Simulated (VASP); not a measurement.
# Te: single point with PBE

Crystal: Te.

```xyz
1
Lattice="2.3059 1.3313 1.6910 -2.3059 1.3313 1.6910 0.0000 -2.6626 1.6910" Properties=species:S:1:pos:R:3 pbc="T T T"
Te    0.0000    0.0000    2.5364
```

```json
{
  "Program": "VASP 6.6.1",
  "Task": "single point",
  "Functional": "PBE",
  "Potentials or basis": "VASP PAW PBE potentials, release 64 (Te)",
  "Cutoff": "520 eV",
  "k mesh": "6 × 6 × 6",
  "Occupations": "fermi-dirac, width 0.02 eV",
  "Spin": "no spin polarisation",
  "Dipole correction": "no",
  "Further INCAR settings": "ALGO = Normal; EDIFF = 1e-06; NBANDS = 9"
}
```

- Pressure: 1.9 GPa
- Band gap on the k mesh: zero (band 3 reaches 9.53 eV, above the bottom of band 4 at 4.59 eV)

Stress tensor (GPa, compression positive):
```
1.39 0.00 0.00
0.00 1.39 0.00
0.00 0.00 2.91
```

Levels at points of the mesh, in eV from the Fermi level:
```csv
k point,band 1,band 2,band 3,band 4,band 5,band 6,band 7
"(0.00, 0.00, 0.00)",-13.95,0.98,1.47,1.47,6.09,6.09,6.75
"(0.50, 0.00, 0.00)",-12.07,-6.28,2.48,2.83,7.71,9.07,10.04
"(0.50, 0.50, 0.00)",-10.18,-4.96,-4.23,2.02,3.98,10.52,12.29
"(0.50, 0.50, 0.50)",-8.20,-3.40,-3.40,-2.46,3.94,3.94,5.40
```

Wall time 2.5 s on 1 thread of Intel(R) Xeon(R) 6975P-C (Granite Rapids) (shared host), peak memory 0.13 GiB.

Caveat: spin-orbit coupling is left out, which moves the levels of the heavy elements.
